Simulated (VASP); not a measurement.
Here is a VASP 6.6.1 calculation.

Contents of INCAR:

```
SYSTEM = PbO
PREC = Accurate
ENCUT = 520
EDIFF = 1E-7
ISMEAR = 0
SIGMA = 0.02
LREAL = .FALSE.
LASPH = .TRUE.
NELM = 80
ALGO = Normal
ISIF = 2
LWAVE = .FALSE.
LCHARG = .FALSE.
GGA = PS
NBANDS = 28
```

Contents of KPOINTS:

```
Automatic mesh
0
G
  8 8 6
  0 0 0
```

The input POSCAR:

```
PbO
1.0
    3.9874851108      0.0000000000      0.0000000000
    0.0000000000      3.9874851108      0.0000000000
    0.0000000000      0.0000000000      5.0798996428
Pb O
2 2
Direct
    0.0000000000      0.5000000000      0.2331620937
    0.5000000000      0.0000000000      0.7668379063
    0.0000000000      0.0000000000      0.0000000000
    0.5000000000      0.5000000000      0.0000000000
```

Potentials or basis: VASP PAW PBE potentials, release 64 (Pb_d, O).

The run is started by

```console
$ cat potpaw_PBE.64/Pb_d/POTCAR potpaw_PBE.64/O/POTCAR > POTCAR
$ mpirun -np 1 vasp_std > vasp.out
```

What does it give for the largest force?

0.044 eV/Å.

Predict the band gap on the k mesh.

1.24 eV, indirect (least direct gap 2.20 eV).

Predict the pressure.

0.1 GPa.

Forces on the atoms (eV/Å):
```
Pb   0.000  0.000  0.044
Pb   0.000  0.000 -0.044
O    0.000  0.000  0.000
O    0.000  0.000  0.000
```

Caveat: the PAW data sets were made with another functional, which shifts forces and pressure a little; spin-orbit coupling is left out, which moves the levels of the heavy elements. A hybrid or GW would open this gap; PBEsol tends to underestimate it.
